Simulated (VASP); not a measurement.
Here is a VASP 6.6.1 calculation.

Contents of POSCAR:

```
KF
1.0
    0.0000000000      2.6589605554      2.6589605554
    2.6589605554      0.0000000000      2.6589605554
    2.6589605554      2.6589605554      0.0000000000
K F
1 1
Direct
    0.0000000000      0.0000000000      0.0000000000
    0.5000000000      0.5000000000      0.5000000000
```

File INCAR.step1:

```
PREC = Accurate ; ENCUT = 520
EDIFF = 1E-5 ; ISMEAR = 0
SIGMA = 0.01 ; LREAL = F
LASPH = T ; NELM = 80
ALGO = Normal ; ISIF = 2
LWAVE = T ; GGA = PE
NBANDS = 15
```

INCAR.step2

```
PREC = Accurate ; ENCUT = 520
EDIFF = 1E-6 ; ISMEAR = 0
SIGMA = 0.01 ; LREAL = F
LASPH = T ; NELM = 80
ALGO = Normal ; ISIF = 2
LWAVE = F ; LCHARG = T
GGA = PE ; LHFCALC = T
HFSCREEN = 0.2079 ; PRECFOCK = Normal
LELF = T ; LVHAR = T
ISTART = 1 ; NBANDS = 15
```

The input KPOINTS:

```
regular mesh
0
Gamma
  6 6 6
```

Potentials or basis: VASP PAW PBE potentials, release 64 (K_sv, F).

Command:

```console
$ cat potpaw_PBE.64/K_sv/POTCAR potpaw_PBE.64/F/POTCAR > POTCAR
$ cp INCAR.step1 INCAR
$ mpirun -np 1 vasp_std > vasp.out
$ cp INCAR.step2 INCAR
$ mpirun -np 1 vasp_std > vasp.out
```

Question: What does it give for the pressure?

Answer: 1.1 GPa.

Question: Predict the band gap on the k mesh.

Answer: 8.24 eV.

Caveat: the PAW data sets were made with another functional, which shifts forces and pressure a little.
